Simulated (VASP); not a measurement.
# In3As2: single point with PBE

The system is In3As2.

```
In As
1.0
     3.32915    1.92208    6.05955
    -3.32915    1.92208    6.05955
     0.00000   -3.84417    6.05955
In As
6 4
Direct
  0.05625 0.44375 0.75000
  0.75000 0.05625 0.44375
  0.44375 0.75000 0.05625
  0.94375 0.55625 0.25000
  0.25000 0.94375 0.55625
  0.55625 0.25000 0.94375
  0.85218 0.85218 0.85218
  0.64782 0.64782 0.64782
  0.14782 0.14782 0.14782
  0.35218 0.35218 0.35218
```

- Program: VASP 6.6.1
- Task: single point
- Functional: PBE
- Potentials or basis: VASP PAW PBE potentials, release 64 (In_d, As)
- Cutoff: 520 eV
- k mesh: 3 × 3 × 3
- Occupations: gaussian, width 0.1 eV
- Spin: no spin polarisation

```
Pressure               : 15.3 GPa
Largest force          : 0.145 eV/Å
Band gap on the k mesh : zero (bands 49 and 50 overlap by 0.33 eV)
```

Forces on the atoms (eV/Å):
```
In  -0.145  0.000  0.000
In   0.072 -0.125  0.000
In   0.072  0.125  0.000
In   0.145  0.000  0.000
In  -0.072  0.125  0.000
In  -0.072 -0.125  0.000
As   0.000  0.000  0.053
As   0.000  0.000 -0.053
As   0.000  0.000 -0.053
As   0.000  0.000  0.053
```

Stress tensor (GPa, compression positive):
```
15.70  0.00  0.00
 0.00 15.70  0.00
 0.00  0.00 14.62
```

Levels at points of the mesh, in eV from the Fermi level:
```csv
k point,band 45,band 46,band 47,band 48,band 49,band 50,band 51,band 52,band 53,band 54
"(0.00, 0.00, 0.00)",-3.21,-2.40,-2.07,-1.22,-1.22,2.00,2.01,2.01,3.07,3.07
```

It took 6.9 min on 1 thread of AMD EPYC 7571, on a shared host, peak memory 0.36 GiB.

Caveat: the k points lie up to 0.38 Å⁻¹ apart; semilocal functionals underestimate gaps, so a narrow gap can read as zero; spin-orbit coupling is left out, which moves the levels of the heavy elements.
